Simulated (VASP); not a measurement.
# LiRe2 (Fd-3m) in VASP: a series of runs

Runs on LiRe2. Level: PBE. Tasks: relaxation of cell and atoms, single point.

Program: VASP 6.6.1. These are calculated values, not measurements. Logs are shortened: lines on timing, memory, paths and dates and some standing lists are left out, and cuts for length are marked.

**1. The cell of the first run**

Symmetry: Fd-3m, No. 227, cubic system. The conventional cell has a = 7.335 Å, b = 7.335 Å, c = 7.335 Å, α = 90.00°, β = 90.00°, γ = 90.00°. Li (site symmetry -43m) has 12 Re at 3.04 Å and 4 Li at 3.18 Å within 4.0 Å. Re (site symmetry -3m) has 6 Re at 2.59 Å and 6 Li at 3.04 Å within 3.4 Å.

**2. Relaxation of cell and atoms, PBE**

Input file INCAR:

```
SYSTEM = LiRe2
ALGO = Normal
EDIFF = 1E-6
EDIFFG = -0.01
ENCUT = 600
GGA = PE
IBRION = 2
ISIF = 3
ISMEAR = 0
LASPH = .TRUE.
LCHARG = .FALSE.
LREAL = .FALSE.
LWAVE = .FALSE.
NELM = 100
NSW = 100
PREC = Accurate
SIGMA = 0.1
```

Input file KPOINTS:

```
k-points
0
G
  10 10 10
  0 0 0
```

Input file POSCAR:

```
LiRe2
1.0
    0.0000000000      3.6675836049      3.6675836049
    3.6675836049      0.0000000000      3.6675836049
    3.6675836049      3.6675836049      0.0000000000
Li Re
2 4
Direct
    0.5000000000      0.5000000000      0.5000000000
    0.7500000000      0.7500000000      0.7500000000
    0.1250000000      0.1250000000      0.1250000000
    0.6250000000      0.1250000000      0.1250000000
    0.1250000000      0.6250000000      0.1250000000
    0.1250000000      0.1250000000      0.6250000000
```

Potentials or basis: VASP PAW PBE potentials, release 64 (Li_sv, Re).

Run with:

```
> cat potpaw_PBE.64/Li_sv/POTCAR potpaw_PBE.64/Re/POTCAR > POTCAR
> mpirun -np 1 vasp_std > vasp.out
```

OUTCAR:

```text
SYSTEM = LiRe2
   EDIFF = 1E-6
   EDIFFG = -0.01
   ENCUT = 600
   GGA = PE
   IBRION = 2
   ISIF = 3
   ISMEAR = 0
   LASPH = .TRUE.
   LREAL = .FALSE.
   NELM = 100
   NSW = 100
   PREC = Accurate

 ion  position               nearest neighbor table
   1  0.500  0.500  0.500-
   2  0.750  0.750  0.750-
   3  0.125  0.125  0.125-   4 2.59   5 2.59   6 2.59   6 2.59   5 2.59   4 2.59
   4  0.625  0.125  0.125-   3 2.59   6 2.59   5 2.59   3 2.59   5 2.59   6 2.59
   5  0.125  0.625  0.125-   3 2.59   6 2.59   3 2.59   4 2.59   6 2.59   4 2.59
   6  0.125  0.125  0.625-   3 2.59   3 2.59   4 2.59   5 2.59   5 2.59   4 2.59

  LATTYP: Found a face centered cubic cell.
 ALAT       =     7.3351672098

  Lattice vectors:

 A1 = (   0.0000000000,   3.6675836049,   3.6675836049)
 A2 = (   3.6675836049,   0.0000000000,   3.6675836049)
 A3 = (   3.6675836049,   3.6675836049,   0.0000000000)

Analysis of symmetry for initial positions (statically):
=====================================================================
 Subroutine PRICEL returns:
 Original cell was already a primitive cell.

 Routine SETGRP: Setting up the symmetry group for a
 face centered cubic supercell.

 Subroutine GETGRP returns: Found 48 space group operations
 (whereof 24 operations were pure point group operations)
 out of a pool of 48 trial point group operations.

The static configuration has the point symmetry T_d .
 The point group associated with its full space group is O_h .

Analysis of symmetry for dynamics (positions and initial velocities):
=====================================================================
 Subroutine PRICEL returns:
 Original cell was already a primitive cell.

 Routine SETGRP: Setting up the symmetry group for a
 face centered cubic supercell.

 Subroutine GETGRP returns: Found 48 space group operations
 (whereof 24 operations were pure point group operations)
 out of a pool of 48 trial point group operations.

The dynamic configuration has the point symmetry T_d .
 The point group associated with its full space group is O_h .

 Subroutine INISYM returns: Found 48 space group operations
 (whereof 24 operations are pure point group operations),
 and found     1 'primitive' translations

----------------------------------------------------------------------------------------

                                     Primitive cell

  volume of cell :      98.6666

  direct lattice vectors                    reciprocal lattice vectors
     0.000000000  3.667583605  3.667583605    -0.136329544  0.136329544  0.136329544
     3.667583605  0.000000000  3.667583605     0.136329544 -0.136329544  0.136329544
     3.667583605  3.667583605  0.000000000     0.136329544  0.136329544 -0.136329544

  length of vectors
     5.186746475  5.186746475  5.186746475     0.236129697  0.236129697  0.236129697

  position of ions in fractional coordinates (direct lattice)
     0.500000000  0.500000000  0.500000000
     0.750000000  0.750000000  0.750000000
     0.125000000  0.125000000  0.125000000
     0.625000000  0.125000000  0.125000000
     0.125000000  0.625000000  0.125000000
     0.125000000  0.125000000  0.625000000

  ion indices of the primitive-cell ions
   primitive index   ion index
                 1           1
                 2           2
                 3           3
                 4           4
                 5           5
                 6           6

----------------------------------------------------------------------------------------

 KPOINTS: k-points

Automatic generation of k-mesh.
 Grid dimensions read from file:
 generate k-points for:   10   10   10

 Generating k-lattice:

  Cartesian coordinates                     Fractional coordinates (reciprocal lattice)
    -0.013632954  0.013632954  0.013632954     0.100000000  0.000000000  0.000000000
     0.013632954 -0.013632954  0.013632954     0.000000000  0.100000000  0.000000000
     0.013632954  0.013632954 -0.013632954     0.000000000  0.000000000  0.100000000

  Length of vectors
     0.023612970  0.023612970  0.023612970

  Shift w.r.t. Gamma in fractional coordinates (k-lattice)
     0.000000000  0.000000000  0.000000000

 Subroutine IBZKPT returns following result:
 ===========================================

 Found     47 irreducible k-points:

 Following reciprocal coordinates:
            Coordinates               Weight
  0.000000  0.000000  0.000000      1.000000
  0.100000  0.000000  0.000000      8.000000
  0.200000  0.000000  0.000000      8.000000
  0.300000  0.000000  0.000000      8.000000
  0.400000  0.000000  0.000000      8.000000
  0.500000  0.000000  0.000000      4.000000
[... 16 lines left out ...]
  0.300000  0.300000  0.000000      6.000000
  0.400000  0.300000  0.000000     24.000000
 [... further k-points ...]
   k-points           NKPTS =     47   k-points in BZ     NKDIM =     47   number of bands    NBANDS=     21
   number of dos      NEDOS =    301   number of ions     NIONS =      6
   total plane-waves  NPLWV =  74088
   dimension x,y,z NGX =    42 NGY =   42 NGZ =   42
   dimension x,y,z NGXF=    84 NGYF=   84 NGZF=   84
   ions per type =               2   4
   NGX,Y,Z   is equivalent  to a cutoff of  13.46, 13.46, 13.46 a.u.
   NGXF,Y,Z  is equivalent  to a cutoff of  26.92, 26.92, 26.92 a.u.
 SYSTEM =  LiRe2
   PREC   = accura    normal or accurate (medium, high low for compatibility)
   ISTART =      0    job   : 0-new  1-cont  2-samecut
   ICHARG =      2    charge: 1-file 2-atom 10-const
   ISPIN  =      1    spin polarized calculation?
   LNONCOLLINEAR =      F non collinear calculations
   LSORBIT =      F    spin-orbit coupling
   LASPH  =      T    aspherical Exc in radial PAW
   ENCUT  =  600.0 eV  44.10 Ry    6.64 a.u.  10.36 10.36 10.36*2*pi/ulx,y,z
   NELM   =    100;   NELMIN=  2; NELMDL= -5     # of ELM steps
   EDIFF  = 0.1E-05   stopping-criterion for ELM
   LREAL  =      F    real-space projection
   EDIFFG = -.1E-01   stopping-criterion for IOM
   NSW    =    100    number of steps for IOM
   IBRION =      2    ionic relax: 0-MD 1-quasi-New 2-CG
   NFREE  =      1    steps in history (QN), initial steepest desc. (CG)
   ISIF   =      3    stress and relaxation
   ISYM   =      2    0-nonsym 1-usesym 2-fastsym
   POTIM  = 0.5000    time-step for ionic-motion
   TEBEG  =    0.0;   TEEND  =   0.0 temperature during run
   PSTRESS=    0.0 pullay stress
   NELECT =      34.0000    total number of electrons
   NUPDOWN=      -1.0000    fix difference up-down
   EMIN   =  10.00;   EMAX   =-10.00  energy-range for DOS
   EFERMI =   0.00;   METHOD = LEGACY
   ISMEAR =     0;   SIGMA  =   0.10  broadening in eV -4-tet -1-fermi 0-gaus
   EFERMI_NEDOS =   21; number of points for ismear=-14 and -15
   IALGO  =     38    algorithm
   IMIX   =      4    mixing-type and parameters
     AMIX     =   0.40;   BMIX     =  1.00
     AMIX_MAG =   1.60;   BMIX_MAG =  1.00
  volume/ion in A,a.u.               =      16.44       110.97
  Fermi-wavevector in a.u.,A,eV,Ry     =   1.147742  2.168919 17.923128  1.317313
  Thomas-Fermi vector in A             =   2.284421
   LORBIT       =      0    0 simple, 1 ext, 2 COOP (PROOUT), +10 PAW based schemes
   GGA     = PE    functional components
   LHFCALC =     F    Hartree Fock is set to
   AEXX    =    0.0000 exact exchange contribution
   IVDW    =     0    specifies the selected vdW correction
   LEPSILON=     F    determine dielectric tensor
   LRPA    =     F    only Hartree local field effects (RPA)
 conjugate gradient relaxation of ions
 non-spin polarized calculation
 Gauss-broadening in eV      SIGMA  =   0.10
  energy-cutoff  :      600.00
  volume of cell :       98.67
 maximum number of plane-waves:      3315
 NGX is ok and might be reduce to    42
   NGX = 21   NGY = 21   NGZ = 21

--------------------------------------- Ionic step        1  -------------------------------------------

 number of electron      34.0000007 magnetization

 Free energy of the ion-electron system (eV)
  ---------------------------------------------------
  ext. energy  EPLUGINS =         0.00000000
  ---------------------------------------------------
  free energy    TOTEN  =       -50.40684660 eV

  energy without entropy =      -50.38178580  energy(sigma->0) =      -50.39431620

------------------------ aborting loop because EDIFF is reached ----------------------------------------

  FORCE on cell =-STRESS in cart. coord.  units (eV):
  Direction    XX          YY          ZZ          XY          YZ          ZX
  --------------------------------------------------------------------------------------
  -------------------------------------------------------------------------------------
  Total       -0.1787122     -0.1787122     -0.1787122      0.0000000     -0.0000000      0.0000000
  in kB       -2.9019826     -2.9019826     -2.9019826      0.0000000     -0.0000000      0.0000000
  external PRESSURE =      -2.9019826 kB  Pullay stress =       0.0000000 kB
[... 65 lines left out ...]
  energy  without entropy=      -50.3816042778  energy(sigma->0) =      -50.39410300

--------------------------------------- Ionic step        3  -------------------------------------------

 number of electron      34.0000008 magnetization

 Free energy of the ion-electron system (eV)
  ---------------------------------------------------
  ext. energy  EPLUGINS =         0.00000000
  ---------------------------------------------------
  free energy    TOTEN  =       -50.40699915 eV

  energy without entropy =      -50.38196289  energy(sigma->0) =      -50.39448102

 E-fermi :   4.5232     XC(G=0): -11.2581

 val. band max:        4.4978907882   @ k =   0.5000   0.4000   0.1000
 cond. band min:       4.5337738999   @ k =  -0.3000   0.3000   0.1000
 fundamental gap:      0.0358831117
 Fermi energy:         4.5232162377

 k-point     1 :       0.0000    0.0000    0.0000
  band No.  band energies     occupation
      1     -40.3619      2.00000
      2     -40.3534      2.00000
      3      -4.2467      2.00000
      4      -1.2650      2.00000
      5      -0.6861      2.00000
      6      -0.6861      2.00000
[... 550 lines left out ...]
      5       0.0581      2.00000
      6       0.6110      2.00000
[... 13 lines left out ...]
     20       5.0010      0.00000
     21       6.2072      0.00000

 [... further k-points ...]

------------------------ aborting loop because EDIFF is reached ----------------------------------------

  FORCE on cell =-STRESS in cart. coord.  units (eV):
  Direction    XX          YY          ZZ          XY          YZ          ZX
  --------------------------------------------------------------------------------------
  -------------------------------------------------------------------------------------
  Total        0.0133419      0.0133419      0.0133419      0.0000000      0.0000000      0.0000000
  in kB        0.2170134      0.2170134      0.2170134      0.0000000      0.0000000      0.0000000
  external PRESSURE =       0.2170134 kB  Pullay stress =       0.0000000 kB
[... 21 lines left out ...]
  FREE ENERGIE OF THE ION-ELECTRON SYSTEM (eV)
  ---------------------------------------------------
  free  energy   TOTEN  =       -50.4069991469 eV

  energy  without entropy=      -50.3819628929  energy(sigma->0) =      -50.39448102

 reached required accuracy - stopping structural energy minimisation
```

Run time: 3.2 min. Hardware: 1 thread of Intel Xeon 6975P-C (Granite Rapids), shared host; peak memory 0.33 GiB.

Results:

| Property | Result |
| --- | --- |
| Free energy | -50.4070 eV |
| Relaxed volume | 16.42 Å³/atom |
| Relaxed cell | a = 5.184 Å, b = 5.184 Å, c = 5.184 Å, α = 60.00°, β = 60.00°, γ = 60.00° |
| Space group after relaxing (to 0.05 Å) | Fd-3m (No. 227) |
| Energy gained by relaxing | 0.0 meV/atom |
| Ionic steps | 3 |
| Pressure after relaxing | 0.0 GPa |
| Band gap on the k mesh | zero (band 17 reaches 6.14 eV, above the bottom of band 18 at 3.66 eV) |

Step by step:
| step | energy change (eV) | largest force (eV/Å) | pressure (GPa) | volume (Å³) |
| --- | --- | --- | --- | --- |
| 1 | 0.0000 | 0.0000 | -0.29 | 98.67 |
| 2 | 0.0002 | 0.0000 | 0.50 | 98.24 |
| 3 | -0.0002 | 0.0000 | 0.02 | 98.50 |

Final structure:
```cif
data_structure
_symmetry_space_group_name_H-M 'P 1'
_symmetry_Int_Tables_number 1
_cell_length_a 5.1838
_cell_length_b 5.1838
_cell_length_c 5.1838
_cell_angle_alpha 60.000
_cell_angle_beta 60.000
_cell_angle_gamma 60.000
_cell_volume 98.50
loop_
_atom_site_label
_atom_site_type_symbol
_atom_site_fract_x
_atom_site_fract_y
_atom_site_fract_z
_atom_site_occupancy
Li1 Li 0.50000 0.50000 0.50000 1
Li2 Li 0.75000 0.75000 0.75000 1
Re1 Re 0.12500 0.12500 0.12500 1
Re2 Re 0.62500 0.12500 0.12500 1
Re3 Re 0.12500 0.62500 0.12500 1
Re4 Re 0.12500 0.12500 0.62500 1
```

Caveat: the cutoff is under 1.25 times the usual one of these potentials, so pressure, stress and relaxed cells hold a basis-set (Pulay) error; spin-orbit coupling is left out, which moves the levels of the heavy elements.

**3. Single point, PBE, collinear spin, ferromagnetic start**

Input file INCAR:

```
  ALGO = Normal
  EDIFF = 1E-6
  ENCUT = 520
  GGA = PE
  ISIF = 2
  ISMEAR = 0
  ISPIN = 2
  LASPH = T
  LCHARG = T
  LELF = T
  LMAXMIX = 4
  LORBIT = 11
  LREAL = F
  LVHAR = T
  LWAVE = F
  MAGMOM = 0 0 1 1 1 1
  NBANDS = 30
  NELM = 150
  PREC = Accurate
  SIGMA = 0.1
```

Input file KPOINTS:

```
k-points
0
Gamma
  4 4 4
```

POSCAR is that of step 2.

Potentials or basis: VASP PAW PBE potentials, release 64 (Li_sv, Re).

Run with:

```
> cat potpaw_PBE.64/Li_sv/POTCAR potpaw_PBE.64/Re/POTCAR > POTCAR
> mpirun -np 1 vasp_std > vasp.out
```

Run time: 41 s. Hardware: 1 thread of Intel Xeon 6975P-C (Granite Rapids), shared host; peak memory 0.29 GiB.

It converged, with:

```
Free energy                                           : -50.5118 eV
Band gap on the k mesh                                : zero (filled and empty bands overlap)
Net moment                                            : 0.00 μB per cell
Valence electrons inside the program's atomic spheres : Li 2.08; Re 6.06
```

Levels at points of the mesh, in eV from the Fermi level:
Spin up:
```csv
k point,band 14,band 15,band 16,band 17,band 18,band 19,band 20,band 21
"(0.00, 0.00, 0.00)",1.63,1.63,1.64,1.64,1.64,1.99,1.99,2.05
"(0.50, 0.00, 0.00)",-1.70,-1.28,-1.28,-0.76,-0.76,1.48,1.57,1.57
"(0.50, 0.50, 0.00)",-1.84,-1.09,-1.09,-0.82,-0.82,-0.45,-0.45,1.60
```
Spin down:
```
           k point  band 14  band 15  band 16  band 17  band 18  band 19  band 20  band 21
(0.00, 0.00, 0.00)     1.63     1.63     1.64     1.64     1.64     1.99     1.99     2.05
(0.50, 0.00, 0.00)    -1.70    -1.28    -1.28    -0.76    -0.76     1.48     1.57     1.57
(0.50, 0.50, 0.00)    -1.84    -1.09    -1.09    -0.82    -0.82    -0.45    -0.45     1.60
```

Caveat: the k points lie up to 0.37 Å⁻¹ apart; the cutoff is under 1.25 times the usual one of these potentials, so pressure, stress and relaxed cells hold a basis-set (Pulay) error; spin-orbit coupling is left out, which moves the levels of the heavy elements.
